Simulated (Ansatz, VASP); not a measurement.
NiSb: VASP beside Ansatz

```
Sb Ni
1.0
     4.00504    0.00000    0.00000
    -2.00252    3.46847    0.00000
     0.00000    0.00000    5.22042
Sb Ni
2 2
Direct
  0.66667 0.33333 0.75000
  0.33333 0.66667 0.25000
  0.00000 0.00000 0.50000
  0.00000 0.00000 0.00000
```

Change from the starting cell: volume scaled by 1.06.

Alike in both runs: task single point; functional PBEsol; k mesh 8 × 8 × 5; occupations fermi-dirac, width 0.05 eV; collinear spin.

|  | VASP | Ansatz |
| --- | --- | --- |
| version | VASP 6.6.1 | Ansatz 0.2.0 |
| potentials or method | VASP PAW PBE potentials, release 64 (Sb, Ni), cutoff 520 eV | all-electron LAPW, scalar-relativistic |

```tsv
	VASP	Ansatz	Ansatz less VASP
gap on the k mesh at the Fermi level (eV)	none	none	-
pressure (GPa)	-7.9	-8.0	-0.10
traceless stress, the component that is largest in VASP (GPa)	-0.37	-0.47	-0.095
net moment per atom (μB)	0.00	0.00	0.000
```

VASP's potentials were made for PBE, not for PBEsol. A gap of «none» marks a metal or a gap that the smearing closes. Ansatz ran all-electron here, and VASP with PAW potentials.

Neither program's run includes spin-orbit coupling.
